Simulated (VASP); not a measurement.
Set up this calculation in VASP 6.6.1, as the native input.

```yaml
Task: single point
Functional: PBEsol
Potentials_or_basis: VASP PAW PBE potentials, release 64 (In_d, Ga_d, N)
Cutoff: 520 eV
k_mesh: 6 × 6 × 6
Occupations: gaussian, width 0.02 eV
Spin: no spin polarisation
Dipole_correction: no
Further_INCAR_settings: ALGO = Normal; EDIFF = 1e-07; NBANDS = 66
```

The structure of InGa2N3 lies in POSCAR:

```
InGa2N3
1.0
    5.0483353135     -2.9123486465      0.0000000000
    5.0483353135      2.9123486465      0.0000000000
    0.0000000000      0.0000000000      5.4432311845
In Ga N
2 4 6
Direct
    0.3256441643      0.6743558357      0.9902735515
    0.6743558357      0.3256441643      0.4902735515
    0.0070307435      0.3336495884      0.9925287465
    0.6663504116      0.9929692565      0.9925287465
    0.9929692565      0.6663504116      0.4925287465
    0.3336495884      0.0070307435      0.4925287465
    0.0258323194      0.3338252960      0.3591510408
    0.6661747040      0.9741676806      0.3591510408
    0.9741676806      0.6661747040      0.8591510408
    0.3338252960      0.0258323194      0.8591510408
    0.3079297044      0.6920702956      0.3943678741
    0.6920702956      0.3079297044      0.8943678741
```

These files were run (other wordings do the same):

INCAR

```
SYSTEM = InGa2N3
ALGO = Normal
EDIFF = 1E-7
ENCUT = 520
GGA = PS
ISIF = 2
ISMEAR = 0
LASPH = .True.
LCHARG = .False.
LREAL = .False.
LWAVE = .False.
NBANDS = 66
NELM = 60
PREC = Accurate
SIGMA = 0.02
```

KPOINTS

```
k-points
0
Gamma
  6 6 6
  0 0 0
```

Potentials or basis: VASP PAW PBE potentials, release 64 (In_d, Ga_d, N).

Launch:

```sh
$ cat potpaw_PBE.64/In_d/POTCAR potpaw_PBE.64/Ga_d/POTCAR potpaw_PBE.64/N/POTCAR > POTCAR
$ mpirun -np 1 vasp_std > vasp.out
```

Results of the run:

The pressure is -8.7 GPa. The largest force is 0.030 eV/Å. The band gap on the k mesh is 0.71 eV.

Caveat: the cell stands under tension; the PAW data sets were made with another functional, which shifts forces and pressure a little; spin-orbit coupling is left out, which moves the levels of the heavy elements.

Run time: 12 min on 1 thread of Intel(R) Xeon(R) Platinum 8259CL CPU @ 2.50GHz (Skylake/Cascade Lake) (shared host), peak memory 0.57 GiB.
